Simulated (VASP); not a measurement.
Au:

```
CELL_PARAMETERS angstrom
0.00000 2.05850 2.05850
2.05850 0.00000 2.05850
2.05850 2.05850 0.00000
ATOMIC_POSITIONS crystal
Au 0.00000 0.00000 0.00000
```

```yaml
Program: VASP 6.6.1
Task: relaxation of cell and atoms
Functional: PBE
Potentials_or_basis: VASP PAW PBE potentials, release 64 (Au)
Cutoff: 600 eV
k_mesh: 18 × 18 × 18
Occupations: gaussian, width 0.1 eV
Spin: no spin polarisation
```

At the start: pressure 4.4 GPa; volume 17.45 Å³/atom.

How do energy, volume and symmetry change on relaxing?

Over 16 steps the energy falls by 6.7 meV/atom and the volume is 17.95 Å³/atom (+2.9 %); space group Fm-3m (No. 225, to 0.05 Å).

The path:
```
step  energy change (eV)  largest force (eV/Å)  pressure (GPa)  volume (Å³)
   1              0.0000                0.0000            4.39        17.45
   2              0.0054                0.0000           -5.04        18.68
   3             -0.0067                0.0000           -0.03        17.95
   4             -0.0067                0.0000            0.05        17.94
   5             -0.0067                0.0000            0.05        17.94
   6             -0.0067                0.0000            0.05        17.94
   7             -0.0067                0.0000            0.04        17.94
   8             -0.0067                0.0000            0.04        17.94
   9             -0.0067                0.0000            0.04        17.94
  10             -0.0067                0.0000            0.04        17.94
  11             -0.0067                0.0000            0.04        17.94
  12             -0.0067                0.0000            0.05        17.94
  13             -0.0067                0.0000            0.05        17.94
  14             -0.0067                0.0000            0.05        17.94
  15             -0.0067                0.0000            0.03        17.95
  16             -0.0067                0.0000            0.01        17.95
```

Final structure:
```
CELL_PARAMETERS angstrom
0.00000 2.07804 2.07804
2.07804 0.00000 2.07804
2.07804 2.07804 0.00000
ATOMIC_POSITIONS crystal
Au 0.00000 0.00000 0.00000
```
